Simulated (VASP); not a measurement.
CdS:

```xyz
2
Lattice="3.3869 0.0000 0.0000 0.0000 3.3869 0.0000 0.0000 0.0000 3.3869" Properties=species:S:1:pos:R:3 pbc="T T T"
Cd    0.0000    0.0000    0.0000
S     1.6935    1.6935    1.6935
```

Base run:

| Property | Result |
| --- | --- |
| Program | VASP 6.6.1 |
| Functional | PBE |
| Potentials or basis | VASP PAW PBE potentials, release 64 (Cd, S) |
| Cutoff | 520 eV |
| k mesh | 6 × 6 × 6 |
| Occupations | fermi-dirac, width 0.02 eV |
| Spin | no spin polarisation |

Its results: band gap on the k mesh zero (band 9 reaches 4.11 eV, above the bottom of band 10 at 3.07 eV); pressure 2.0 GPa.

**Question.** After a change of settings the same cell gave: band gap on the k mesh zero (band 9 reaches 3.65 eV, above the bottom of band 10 at 3.30 eV); pressure 0.9 GPa. Which change was it?
A. occupations from fermi-dirac, width 0.02 eV to gaussian, width 0.001 eV
B. functional from PBE to LDA; potentials or basis from VASP PAW PBE potentials, release 64 (Cd, S) to VASP PAW LDA potentials, release 64 (Cd, S)
C. functional from PBE to HSE06; k mesh from 6 × 6 × 6 to 4 × 4 × 4

**Answer.** C.

Caveats: some runs use coarse meshes; the PAW data sets were made with another functional, which shifts forces and pressure a little (some runs).
